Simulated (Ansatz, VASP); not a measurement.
# Ba2SO: VASP beside Ansatz

The input POSCAR:

```
Ba2SO
1.0
    4.2496483894      0.0000000000      0.0000000000
    0.0000000000      4.2496483894      0.0000000000
    0.0000000000      0.0000000000      6.0161402123
O Ba S
1 2 1
Direct
    0.0000000000      0.0000000000      0.0000000000
    0.0000000000      0.0000000000      0.5000000000
    0.5000000000      0.5000000000      0.0000000000
    0.5000000000      0.5000000000      0.5000000000
```

Contents of INCAR.step1:

```
SYSTEM = Ba2SO
ALGO = Normal ; EDIFF = 1E-4
ENCUT = 520 ; GGA = PE
ISMEAR = 0 ; LASPH = .TRUE.
LCHARG = .FALSE. ; LREAL = .FALSE.
LWAVE = .TRUE. ; NBANDS = 24
NELM = 60 ; PREC = Accurate
SIGMA = 0.01
```

Contents of INCAR.step2:

```
SYSTEM = Ba2SO
ALGO = Normal ; EDIFF = 1E-6
ENCUT = 520 ; ISIF = 2
ISMEAR = 0 ; ISTART = 1
LASPH = .TRUE. ; LCHARG = .FALSE.
LMIXTAU = .TRUE. ; LREAL = .FALSE.
LWAVE = .FALSE. ; METAGGA = R2SCAN
NBANDS = 24 ; NELM = 60
PREC = Accurate ; SIGMA = 0.01
```

File KPOINTS:

```
k-points
0
G
  6 6 4
  0 0 0
```

Input for Ansatz:

```yaml
crystal:
  lattice:
    - [4.2496483894, 0.0, 0.0]
    - [0.0, 4.2496483894, 0.0]
    - [0.0, 0.0, 6.0161402123]
  atoms:
    - { symbol: O, position: [0.0, 0.0, 0.0] }
    - { symbol: Ba, position: [0.0, 0.0, 0.5] }
    - { symbol: S, position: [0.5, 0.5, 0.5] }
    - { symbol: Ba, position: [0.5, 0.5, 0.0] }
kpoints:
  mp_grid: { grid: [6, 6, 4] }
hamiltonian:
  xc: r2scan
scf:
  occupations: { method: fixed }
  n_extra_bands: 5
output:
  forces: true
  stress: true
  eigenvalues: true
```

Alike in both runs: task single point; functional r2SCAN; k mesh 6 × 6 × 4; no spin polarisation.

|  | VASP | Ansatz |
| --- | --- | --- |
| version | VASP 6.6.1 | Ansatz 0.2.0 |
| potentials or method | VASP PAW PBE potentials, release 64 (O, Ba_sv, S) | plane waves, PAW |
| plane-wave cutoff (eV) | 520 | 500 |
| occupations | gaussian, width 0.01 eV | fixed |
| valence electrons in the cell | 32 | 32 |

```csv
,VASP,Ansatz,Ansatz less VASP
gap on the k mesh at the Fermi level (eV),1.87,1.93,+0.061
pressure (GPa),2.6,1.7,-0.93
```

VASP's potentials were made for PBE, not for r2SCAN.

Neither program's run includes spin-orbit coupling.
